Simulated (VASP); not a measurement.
# ScSi2O3 (Pmmm) in VASP: a series of runs

ScSi2O3 is run at these levels: PBE; tasks: single point.

Program: VASP 6.6.1. These are calculated values, not measurements. Logs are shortened: lines on timing, memory, paths and dates and some standing lists are left out, and cuts for length are marked.

### 1 The cell of the first run

Symmetry: Pmmm, No. 47, orthorhombic system. The conventional cell has a = 4.158 Å, b = 4.173 Å, c = 4.437 Å, α = 90.00°, β = 90.00°, γ = 90.00°. Sc (site symmetry mmm) has 4 Si at 2.09 to 2.22 Å and 4 O at 2.51 Å within 2.8 Å. Si (site symmetry mmm) has 2 O at 1.40 Å within 1.9 Å. Si (site symmetry mmm) has 2 Sc at 2.22 Å within 2.9 Å. O (site symmetry 2mm) has 1 O at 1.36 Å and 1 Si at 1.40 Å within 1.8 Å. O (site symmetry mmm) has 4 O at 2.32 Å and 8 Si at 2.95 to 3.04 Å within 3.1 Å.

### 2 Single point, PBE

INCAR

```
SYSTEM = ScSi2O3
PREC = Accurate
ENCUT = 520
EDIFF = 1E-6
ISMEAR = 0
SIGMA = 0.1
LREAL = .FALSE.
LASPH = .TRUE.
NELM = 100
ALGO = Normal
ISIF = 2
LWAVE = .FALSE.
LCHARG = .TRUE.
GGA = PE
LELF = .TRUE.
LVHAR = .TRUE.
NBANDS = 28
```

KPOINTS

```
regular mesh
0
G
  4 4 4
  0 0 0
```

POSCAR

```
ScSi2O3
1.0
    4.1576338600      0.0000000000      0.0000000000
    0.0000000000      4.1732405400      0.0000000000
    0.0000000000      0.0000000000      4.4372909100
Sc Si O
1 2 3
Direct
    0.5000000000      0.0000000000      0.0000000000
    0.5000000000      0.5000000000      0.0000000000
    0.5000000000      0.0000000000      0.5000000000
    0.8367701600      0.5000000000      0.0000000000
    0.1632298400      0.5000000000      0.0000000000
    0.0000000000      0.5000000000      0.5000000000
```

Potentials or basis: VASP PAW PBE potentials, release 64 (Sc_sv, Si, O).

On the command line:

```sh
$ cat potpaw_PBE.64/Sc_sv/POTCAR potpaw_PBE.64/Si/POTCAR potpaw_PBE.64/O/POTCAR > POTCAR
$ mpirun -np 1 vasp_std > vasp.out
```

OUTCAR:

```text
SYSTEM = ScSi2O3
   PREC = Accurate
   ENCUT = 520
   EDIFF = 1E-6
   ISMEAR = 0
   LREAL = .FALSE.
   LASPH = .TRUE.
   NELM = 100
   ISIF = 2
   GGA = PE

 ion  position               nearest neighbor table
   1  0.500  0.000  0.000-   2 2.09   2 2.09   3 2.22   3 2.22   4 2.51   5 2.51   4 2.51   5 2.51

   2  0.500  0.500  0.000-   4 1.40   5 1.40   1 2.09   1 2.09   3 3.05   3 3.05   3 3.05   3 3.05

   3  0.500  0.000  0.500-   1 2.22   1 2.22   2 3.05   2 3.05   2 3.05   2 3.05
   4  0.837  0.500  0.000-   5 1.36   2 1.40   1 2.51   1 2.51
   5  0.163  0.500  0.000-   4 1.36   2 1.40   1 2.51   1 2.51
   6  0.000  0.500  0.500-

  LATTYP: Found a simple orthorhombic cell.
 ALAT       =     4.1576338600
 B/A-ratio  =     1.0037537408
 C/A-ratio  =     1.0672635108

  Lattice vectors:

 A1 = (   4.1576338600,   0.0000000000,   0.0000000000)
 A2 = (   0.0000000000,   4.1732405400,   0.0000000000)
 A3 = (   0.0000000000,   0.0000000000,   4.4372909100)

Analysis of symmetry for initial positions (statically):
=====================================================================
 Subroutine PRICEL returns:
 Original cell was already a primitive cell.

 Routine SETGRP: Setting up the symmetry group for a
 simple orthorhombic supercell.

 Subroutine GETGRP returns: Found  8 space group operations
 (whereof  8 operations were pure point group operations)
 out of a pool of  8 trial point group operations.

The static configuration has the point symmetry D_2h.

Analysis of symmetry for dynamics (positions and initial velocities):
=====================================================================
 Subroutine PRICEL returns:
 Original cell was already a primitive cell.

 Routine SETGRP: Setting up the symmetry group for a
 simple orthorhombic supercell.

 Subroutine GETGRP returns: Found  8 space group operations
 (whereof  8 operations were pure point group operations)
 out of a pool of  8 trial point group operations.

The dynamic configuration has the point symmetry D_2h.

 Subroutine INISYM returns: Found  8 space group operations
 (whereof  8 operations are pure point group operations),
 and found     1 'primitive' translations

----------------------------------------------------------------------------------------

                                     Primitive cell

  volume of cell :      76.9906

  direct lattice vectors                    reciprocal lattice vectors
     4.157633860  0.000000000  0.000000000     0.240521420  0.000000000  0.000000000
     0.000000000  4.173240540  0.000000000     0.000000000  0.239621941  0.000000000
     0.000000000  0.000000000  4.437290910     0.000000000  0.000000000  0.225362732

  length of vectors
     4.157633860  4.173240540  4.437290910     0.240521420  0.239621941  0.225362732

  position of ions in fractional coordinates (direct lattice)
     0.500000000  0.000000000  0.000000000
     0.500000000  0.500000000  0.000000000
     0.500000000  0.000000000  0.500000000
     0.836770160  0.500000000  0.000000000
     0.163229840  0.500000000  0.000000000
     0.000000000  0.500000000  0.500000000

  ion indices of the primitive-cell ions
   primitive index   ion index
                 1           1
                 2           2
                 3           3
                 4           4
                 5           5
                 6           6

----------------------------------------------------------------------------------------

 KPOINTS: regular mesh

Automatic generation of k-mesh.
 Grid dimensions read from file:
 generate k-points for:    4    4    4

 Generating k-lattice:

  Cartesian coordinates                     Fractional coordinates (reciprocal lattice)
     0.060130355  0.000000000  0.000000000     0.250000000  0.000000000  0.000000000
     0.000000000  0.059905485  0.000000000     0.000000000  0.250000000  0.000000000
     0.000000000  0.000000000  0.056340683     0.000000000  0.000000000  0.250000000

  Length of vectors
     0.060130355  0.059905485  0.056340683

  Shift w.r.t. Gamma in fractional coordinates (k-lattice)
     0.000000000  0.000000000  0.000000000

 Subroutine IBZKPT returns following result:
 ===========================================

 Found     27 irreducible k-points:

 Following reciprocal coordinates:
            Coordinates               Weight
  0.000000  0.000000  0.000000      1.000000
  0.250000  0.000000  0.000000      2.000000
  0.500000  0.000000  0.000000      1.000000
  0.000000  0.250000  0.000000      2.000000
  0.250000  0.250000  0.000000      4.000000
  0.500000  0.250000  0.000000      2.000000
[... 16 lines left out ...]
  0.250000  0.250000  0.500000      4.000000
  0.500000  0.250000  0.500000      2.000000
 [... further k-points ...]
   k-points           NKPTS =     27   k-points in BZ     NKDIM =     27   number of bands    NBANDS=     28
   number of dos      NEDOS =    301   number of ions     NIONS =      6
   total plane-waves  NPLWV =  36864
   dimension x,y,z NGX =    32 NGY =   32 NGZ =   36
   dimension x,y,z NGXF=    64 NGYF=   64 NGZF=   72
   ions per type =               1   2   3
   NGX,Y,Z   is equivalent  to a cutoff of  12.80, 12.75, 13.49 a.u.
   NGXF,Y,Z  is equivalent  to a cutoff of  25.59, 25.50, 26.98 a.u.
 SYSTEM =  ScSi2O3
   PREC   = accura    normal or accurate (medium, high low for compatibility)
   ISTART =      0    job   : 0-new  1-cont  2-samecut
   ICHARG =      2    charge: 1-file 2-atom 10-const
   ISPIN  =      1    spin polarized calculation?
   LNONCOLLINEAR =      F non collinear calculations
   LSORBIT =      F    spin-orbit coupling
   LASPH  =      T    aspherical Exc in radial PAW
   ENCUT  =  520.0 eV  38.22 Ry    6.18 a.u.   7.73  7.76  8.25*2*pi/ulx,y,z
   NELM   =    100;   NELMIN=  2; NELMDL= -5     # of ELM steps
   EDIFF  = 0.1E-05   stopping-criterion for ELM
   LREAL  =      F    real-space projection
   EDIFFG = 0.1E-04   stopping-criterion for IOM
   NSW    =      0    number of steps for IOM
   IBRION =     -1    ionic relax: 0-MD 1-quasi-New 2-CG
   NFREE  =      0    steps in history (QN), initial steepest desc. (CG)
   ISIF   =      2    stress and relaxation
   ISYM   =      2    0-nonsym 1-usesym 2-fastsym
   POTIM  = 0.5000    time-step for ionic-motion
   TEBEG  =    0.0;   TEEND  =   0.0 temperature during run
   PSTRESS=    0.0 pullay stress
   NELECT =      37.0000    total number of electrons
   NUPDOWN=      -1.0000    fix difference up-down
   EMIN   =  10.00;   EMAX   =-10.00  energy-range for DOS
   EFERMI =   0.00;   METHOD = LEGACY
   ISMEAR =     0;   SIGMA  =   0.10  broadening in eV -4-tet -1-fermi 0-gaus
   EFERMI_NEDOS =   21; number of points for ismear=-14 and -15
   IALGO  =     38    algorithm
   IMIX   =      4    mixing-type and parameters
     AMIX     =   0.40;   BMIX     =  1.00
     AMIX_MAG =   1.60;   BMIX_MAG =  1.00
  volume/ion in A,a.u.               =      12.83        86.59
  Fermi-wavevector in a.u.,A,eV,Ry     =   1.282319  2.423232 22.372646  1.644343
  Thomas-Fermi vector in A             =   2.414638
   LORBIT       =      0    0 simple, 1 ext, 2 COOP (PROOUT), +10 PAW based schemes
   GGA     = PE    functional components
   LHFCALC =     F    Hartree Fock is set to
   AEXX    =    0.0000 exact exchange contribution
   IVDW    =     0    specifies the selected vdW correction
   LEPSILON=     F    determine dielectric tensor
   LRPA    =     F    only Hartree local field effects (RPA)
 non-spin polarized calculation
 Gauss-broadening in eV      SIGMA  =   0.10
  energy-cutoff  :      520.00
  volume of cell :       76.99
 maximum number of plane-waves:      2092
 NGX is ok and might be reduce to    32
   NGX = 15   NGY = 15   NGZ = 17

 number of electron      36.9999993 magnetization

 Free energy of the ion-electron system (eV)
  ---------------------------------------------------
  ext. energy  EPLUGINS =         0.00000000
  ---------------------------------------------------
  free energy    TOTEN  =       -19.19334897 eV

  energy without entropy =      -19.17151221  energy(sigma->0) =      -19.18243059

 E-fermi :   5.5415     XC(G=0): -10.3677

 val. band max:        5.5366791849   @ k =   0.5000   0.0000   0.0000
 cond. band min:       5.5686296409   @ k =   0.5000   0.2500   0.0000
 fundamental gap:      0.0319504560
 Fermi energy:         5.5415070947

 k-point     1 :       0.0000    0.0000    0.0000
  band No.  band energies     occupation
      1     -42.7231      2.00000
      2     -21.9834      2.00000
      3     -21.6970      2.00000
      4     -21.5863      2.00000
      5     -21.0028      2.00000
      6     -15.0562      2.00000
[... 20 lines left out ...]
     27      10.9153      0.00000
     28      11.6375      0.00000

 k-point     2 :       0.2500    0.0000    0.0000
  band No.  band energies     occupation
      1     -42.7226      2.00000
      2     -21.9811      2.00000
      3     -21.7849      2.00000
      4     -21.5853      2.00000
      5     -20.7624      2.00000
      6     -15.6823      2.00000
[... 20 lines left out ...]
     27      11.5054      0.00000
     28      11.9154      0.00000

 k-point     3 :       0.5000    0.0000    0.0000
  band No.  band energies     occupation
      1     -42.7221      2.00000
      2     -21.9788      2.00000
      3     -21.8469      2.00000
      4     -21.5843      2.00000
      5     -20.5222      2.00000
      6     -16.2426      2.00000
[... 20 lines left out ...]
     27      12.1850      0.00000
     28      12.2136      0.00000

 k-point     4 :       0.0000    0.2500    0.0000
  band No.  band energies     occupation
      1     -42.7200      2.00000
      2     -22.2354      2.00000
      3     -21.6833      2.00000
      4     -21.5847      2.00000
      5     -20.7486      2.00000
      6     -15.1105      2.00000
[... 578 lines left out ...]
     27      11.7709      0.00000
     28      13.5266      0.00000

 k-point    23 :       0.2500    0.2500    0.5000
  band No.  band energies     occupation
      1     -42.7176      2.00000
      2     -22.1609      2.00000
      3     -21.7228      2.00000
      4     -21.6227      2.00000
      5     -20.6662      2.00000
      6     -15.6004      2.00000
[... 20 lines left out ...]
     27      11.7353      0.00000
     28      11.8329      0.00000

 k-point    24 :       0.5000    0.2500    0.5000
  band No.  band energies     occupation
      1     -42.7172      2.00000
      2     -22.0804      2.00000
      3     -21.7721      2.00000
      4     -21.6215      2.00000
      5     -20.5928      2.00000
      6     -16.0396      2.00000
[... 20 lines left out ...]
     27      11.0153      0.00000
     28      11.8289      0.00000

 [... further k-points ...]

------------------------ aborting loop because EDIFF is reached ----------------------------------------

  FORCE on cell =-STRESS in cart. coord.  units (eV):
  Direction    XX          YY          ZZ          XY          YZ          ZX
  --------------------------------------------------------------------------------------
  -------------------------------------------------------------------------------------
  Total       49.0300705     20.9978382     28.5418141      0.0000000      0.0000000      0.0000000
  in kB     1020.3179786    436.9659598    593.9564398      0.0000000      0.0000000      0.0000000
  external PRESSURE =     683.7467927 kB  Pullay stress =       0.0000000 kB

 VOLUME and BASIS-vectors are now :
 -----------------------------------------------------------------------------
  energy-cutoff  :      520.00
  volume of cell :       76.99
      direct lattice vectors                 reciprocal lattice vectors
     4.157633860  0.000000000  0.000000000     0.240521420  0.000000000  0.000000000
     0.000000000  4.173240540  0.000000000     0.000000000  0.239621941  0.000000000
     0.000000000  0.000000000  4.437290910     0.000000000  0.000000000  0.225362732

 POSITION                                       TOTAL-FORCE (eV/Angst)
 -----------------------------------------------------------------------------------
      2.07882      0.00000      0.00000         0.000000      0.000000      0.000000
      2.07882      2.08662      0.00000         0.000000      0.000000      0.000000
      2.07882      0.00000      2.21865         0.000000      0.000000      0.000000
      3.47898      2.08662      0.00000         9.884192     -0.000000      0.000000
      0.67865      2.08662      0.00000        -9.884192      0.000000      0.000000
      0.00000      2.08662      2.21865         0.000000      0.000000      0.000000
 -----------------------------------------------------------------------------------
    total drift:                                0.000000      0.000000     -0.000000

  FREE ENERGIE OF THE ION-ELECTRON SYSTEM (eV)
  ---------------------------------------------------
  free  energy   TOTEN  =       -19.1933489669 eV

  energy  without entropy=      -19.1715122142  energy(sigma->0) =      -19.18243059
```

It took 67 s on 1 thread of Intel Xeon Platinum 8488C (Sapphire Rapids), shared host; peak memory 0.21 GiB.

What came out:

```yaml
Free_energy: -19.1933 eV
Pressure: 68.4 GPa
Largest_force: 9.884 eV/Å
```

Forces in eV/Å, atoms in the order of the input:
```
Sc   0.000  0.000  0.000
Si   0.000  0.000  0.000
Si   0.000  0.000  0.000
O    9.884  0.000  0.000
O   -9.884  0.000  0.000
O    0.000  0.000  0.000
```

Stress tensor (GPa, compression positive):
```
102.03   0.00   0.00
  0.00  43.70   0.00
  0.00   0.00  59.40
```

Caveat: the k points lie up to 0.38 Å⁻¹ apart; an odd number of electrons without spin polarisation forces a metal; a magnetic or distorted state may lie lower.

(Part 1 of 2 ends here.)
